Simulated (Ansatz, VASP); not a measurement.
# Zn4HO4 in VASP and in Ansatz

```
Zn O H
1.0
     5.51481    0.00000    0.00000
     0.00000    5.51481    0.00000
     0.00000    0.00000    3.24301
Zn O H
4 4 1
Direct
  0.18207 0.18207 0.50000
  0.81793 0.81793 0.50000
  0.68207 0.31793 0.00000
  0.31793 0.68207 0.00000
  0.81800 0.18200 0.50000
  0.18200 0.81800 0.50000
  0.68200 0.68200 0.00000
  0.31800 0.31800 0.00000
  0.00004 0.28200 0.40000
```

Alike in both runs: task single point; functional PBEsol; k mesh 4 × 4 × 8; occupations gaussian, width 0.05 eV; no spin polarisation.

|  | VASP | Ansatz |
| --- | --- | --- |
| version | VASP 6.6.1 | Ansatz 0.2.0 |
| potentials or method | VASP PAW PBE potentials, release 64 (Zn, O, H), cutoff 520 eV | scalar-relativistic, plane waves, PAW |
| valence electrons in the cell | 73 | 73 |

|  | VASP | Ansatz | Ansatz less VASP |
| --- | --- | --- | --- |
| gap on the k mesh at the Fermi level (eV) | none | none | - |
| pressure (GPa) | 15.7 | 14.6 | -1.07 |
| traceless stress, the component that is largest in VASP (GPa) | 11.06 | 10.80 | -0.259 |
| rms of the force components (eV/Å) | 3.185 | 3.139 | -0.0457 |

VASP's potentials were made for PBE, not for PBEsol, and Ansatz warns of the same on its side. Atom by atom the forces differ by 0.061 eV/Å (rms over components). A gap of «none» marks a metal or a gap that the smearing closes.
